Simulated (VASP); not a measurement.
# TiCo (Pm-3m) in VASP: further runs, part 2 of 2

VASP 6.6.1. Earlier steps stand in the parts before.

**3. Relaxation of cell and atoms, PBE, collinear spin, ferromagnetic start**

This run uses another cell than the first one, of 13.37 Å³/atom.

Contents of INCAR:

```
SYSTEM = TiCo
PREC = Accurate ; ENCUT = 600
EDIFF = 1E-7 ; ISMEAR = 0
SIGMA = 0.1 ; LREAL = .FALSE.
LASPH = .TRUE. ; NELM = 150
ALGO = Fast ; ISIF = 3
LWAVE = .FALSE. ; LCHARG = .FALSE.
ISPIN = 2 ; MAGMOM = 0 0.61
LORBIT = 11 ; LMAXMIX = 4
GGA = PE ; IBRION = 2
NSW = 100 ; EDIFFG = -0.005
```

Contents of KPOINTS:

```
Automatic mesh
0
G
  14 14 14
  0 0 0
```

Contents of POSCAR:

```
TiCo
1.0
    2.9903473387      0.0000000000      0.0000000000
    0.0000000000      2.9903473387      0.0000000000
    0.0000000000      0.0000000000      2.9903473387
Ti Co
1 1
Direct
    0.5000000000      0.5000000000      0.5000000000
    0.0000000000      0.0000000000      0.0000000000
```

Potentials or basis: VASP PAW PBE potentials, release 64 (Ti_sv, Co).

Launch:

```sh
$ cat potpaw_PBE.64/Ti_sv/POTCAR potpaw_PBE.64/Co/POTCAR > POTCAR
$ mpirun -np 1 vasp_std > vasp.out
```

OUTCAR:

```text
SYSTEM = TiCo
   PREC = Accurate
   ENCUT = 600
   EDIFF = 1E-7
   ISMEAR = 0
   LREAL = .FALSE.
   LASPH = .TRUE.
   NELM = 150
   ISIF = 3
   ISPIN = 2
   LORBIT = 11
   GGA = PE
   IBRION = 2
   NSW = 100
   EDIFFG = -0.005

 ion  position               nearest neighbor table
   1  0.500  0.500  0.500-   2 2.59   2 2.59   2 2.59   2 2.59   2 2.59   2 2.59   2 2.59   2 2.59

   2  0.000  0.000  0.000-   1 2.59   1 2.59   1 2.59   1 2.59   1 2.59   1 2.59   1 2.59   1 2.59

  LATTYP: Found a simple cubic cell.
 ALAT       =     2.9903473387

  Lattice vectors:

 A1 = (   2.9903473387,   0.0000000000,   0.0000000000)
 A2 = (   0.0000000000,   2.9903473387,   0.0000000000)
 A3 = (   0.0000000000,   0.0000000000,   2.9903473387)

Analysis of symmetry for initial positions (statically):
=====================================================================
 Subroutine PRICEL returns:
 Original cell was already a primitive cell.

 Routine SETGRP: Setting up the symmetry group for a
 simple cubic supercell.

 Subroutine GETGRP returns: Found 48 space group operations
 (whereof 48 operations were pure point group operations)
 out of a pool of 48 trial point group operations.

The static configuration has the point symmetry O_h .

Analysis of symmetry for dynamics (positions and initial velocities):
=====================================================================
 Subroutine PRICEL returns:
 Original cell was already a primitive cell.

 Routine SETGRP: Setting up the symmetry group for a
 simple cubic supercell.

 Subroutine GETGRP returns: Found 48 space group operations
 (whereof 48 operations were pure point group operations)
 out of a pool of 48 trial point group operations.

The dynamic configuration has the point symmetry O_h .

Analysis of structural, dynamic, and magnetic symmetry:
=====================================================================
 Subroutine PRICEL returns:
 Original cell was already a primitive cell.

 Routine SETGRP: Setting up the symmetry group for a
 simple cubic supercell.

 Subroutine GETGRP returns: Found 48 space group operations
 (whereof 48 operations were pure point group operations)
 out of a pool of 48 trial point group operations.

[... 154 lines left out ...]

  FORCE on cell =-STRESS in cart. coord.  units (eV):
  Direction    XX          YY          ZZ          XY          YZ          ZX
  --------------------------------------------------------------------------------------
  -------------------------------------------------------------------------------------
  Total       -0.2188894     -0.2188894     -0.2188894      0.0000000      0.0000000     -0.0000000
  in kB      -13.1150641    -13.1150641    -13.1150641      0.0000000      0.0000000     -0.0000000
  external PRESSURE =     -13.1150641 kB  Pullay stress =       0.0000000 kB
[... 23 lines left out ...]
--------------------------------------- Ionic step        2  -------------------------------------------

 number of electron      20.9999985 magnetization       0.8604086

 E-fermi :  10.0771     XC(G=0): -12.6366

 val. band max:       10.0752493294   @ k =   0.3571   0.2857   0.2857
 cond. band min:      10.0794818433   @ k =   0.5000   0.5000   0.2143
 fundamental gap:      0.0042325139
 Fermi energy:        10.0770660644

 spin component 1

 k-point     1 :       0.0000    0.0000    0.0000
  band No.  band energies     occupation
      1     -47.0502      1.00000
      2     -23.1400      1.00000
      3     -23.1400      1.00000
      4     -23.1400      1.00000
      5       2.3447      1.00000
      6       5.8480      1.00000
      7       5.8480      1.00000
      8       8.1870      1.00000
      9       8.1870      1.00000
     10       8.1870      1.00000
     11      10.5668      0.00000
     12      10.5668      0.00000
[... 840 lines left out ...]
--------------------------------------- Ionic step        3  -------------------------------------------

 number of electron      20.9999984 magnetization       0.8705997

 Free energy of the ion-electron system (eV)
  ---------------------------------------------------
  ext. energy  EPLUGINS =         0.00000000
  ---------------------------------------------------
  free energy    TOTEN  =       -15.67854761 eV

  energy without entropy =      -15.66854699  energy(sigma->0) =      -15.67354730

 E-fermi :   9.9751     XC(G=0): -12.5964

 val. band max:        9.9746227253   @ k =   0.4286   0.1429   0.0714
 cond. band min:       9.9772272994   @ k =   0.3571   0.3571   0.0714
 fundamental gap:      0.0026045740
 Fermi energy:         9.9750557481

 spin component 1

 k-point     1 :       0.0000    0.0000    0.0000
  band No.  band energies     occupation
      1     -47.1588      1.00000
      2     -23.2508      1.00000
      3     -23.2508      1.00000
      4     -23.2508      1.00000
      5       2.2784      1.00000
      6       5.7804      1.00000
      7       5.7804      1.00000
      8       8.0939      1.00000
      9       8.0939      1.00000
     10       8.0939      1.00000
     11      10.4590      0.00000
     12      10.4590      0.00000
[... 834 lines left out ...]
  FREE ENERGIE OF THE ION-ELECTRON SYSTEM (eV)
  ---------------------------------------------------
  free  energy   TOTEN  =       -15.6785476130 eV

  energy  without entropy=      -15.6685469938  energy(sigma->0) =      -15.67354730

 reached required accuracy - stopping structural energy minimisation

 total charge

# of ion       s       p       d       tot
------------------------------------------
    1        2.248   6.181   1.863  10.292
    2        0.527   0.463   7.303   8.294
--------------------------------------------------
tot          2.776   6.644   9.166  18.586

 magnetization (x)

# of ion       s       p       d       tot
------------------------------------------
    1       -0.002  -0.013  -0.013  -0.028
    2        0.029  -0.004   0.923   0.947
--------------------------------------------------
tot          0.026  -0.017   0.910   0.919
```

CONTCAR:

```text
TiCo
   1.00000000000000
     2.9820444229654397    0.0000000000000000   -0.0000000000000000
     0.0000000000000000    2.9820444229654397   -0.0000000000000000
     0.0000000000000000    0.0000000000000000    2.9820444229654397
  Ti              Co
     1     1
Direct
     0.5000000000000000    0.5000000000000000    0.5000000000000000
     0.0000000000000000    0.0000000000000000    0.0000000000000000

  0.00000000E+00  0.00000000E+00  0.00000000E+00
  0.00000000E+00  0.00000000E+00  0.00000000E+00
```

Wall time 2.5 min (1 thread of Intel Xeon 6975P-C (Granite Rapids), shared host); peak memory 0.23 GiB.

What came out:

| Property | Result |
| --- | --- |
| Free energy | -15.6785 eV |
| Relaxed volume | 13.26 Å³/atom |
| Relaxed cell | a = 2.982 Å, b = 2.982 Å, c = 2.982 Å, α = 90.00°, β = 90.00°, γ = 90.00° |
| Space group after relaxing (to 0.1 Å) | Pm-3m (No. 221) |
| Energy gained by relaxing | 0.5 meV/atom |
| Ionic steps | 3 |
| Pressure after relaxing | 0.0 GPa |
| Net moment | 0.87 μB per cell |
| Site moments | Ti -0.03; Co +0.95 μB |
| Valence electrons inside the program's atomic spheres | Ti 10.29; Co 8.29 |

The path:
```
step  energy change (eV)  largest force (eV/Å)  pressure (GPa)  volume (Å³)
   1              0.0000                0.0000           -1.31        26.74
   2             -0.0002                0.0000            1.24        26.32
   3             -0.0009                0.0000            0.03        26.52
```

Final structure:
```yaml
crystal:
  lattice:
    - [2.98204, 0.00000, 0.00000]
    - [0.00000, 2.98204, 0.00000]
    - [0.00000, 0.00000, 2.98204]
  atoms:
    - { symbol: Ti, position: [0.50000, 0.50000, 0.50000] }
    - { symbol: Co, position: [0.00000, 0.00000, 0.00000] }
```

Levels at points of the mesh, in eV from the Fermi level:
Spin up:
```csv
k point,band 9,band 10,band 11,band 12,band 13,band 14
"(0.00, 0.00, 0.00)",-1.88,-1.88,0.48,0.48,2.69,2.69
"(0.50, 0.00, 0.00)",-1.99,-1.53,-0.69,-0.61,0.67,0.67
"(0.50, 0.50, 0.00)",-1.52,-0.78,0.64,0.64,1.11,2.46
"(0.50, 0.50, 0.50)",-2.09,-2.09,-1.49,-1.49,3.22,3.22
```
Spin down:
| k point | band 8 | band 9 | band 10 | band 11 | band 12 | band 13 |
| --- | --- | --- | --- | --- | --- | --- |
| (0.00, 0.00, 0.00) | -1.33 | -1.33 | -1.33 | 1.05 | 1.05 | 2.79 |
| (0.50, 0.00, 0.00) | -1.40 | -1.40 | -0.89 | -0.80 | 0.61 | 0.68 |
| (0.50, 0.50, 0.00) | -2.30 | 0.01 | 0.31 | 0.62 | 0.62 | 1.27 |
| (0.50, 0.50, 0.50) | -2.08 | -2.08 | -2.08 | 0.04 | 0.04 | 3.16 |
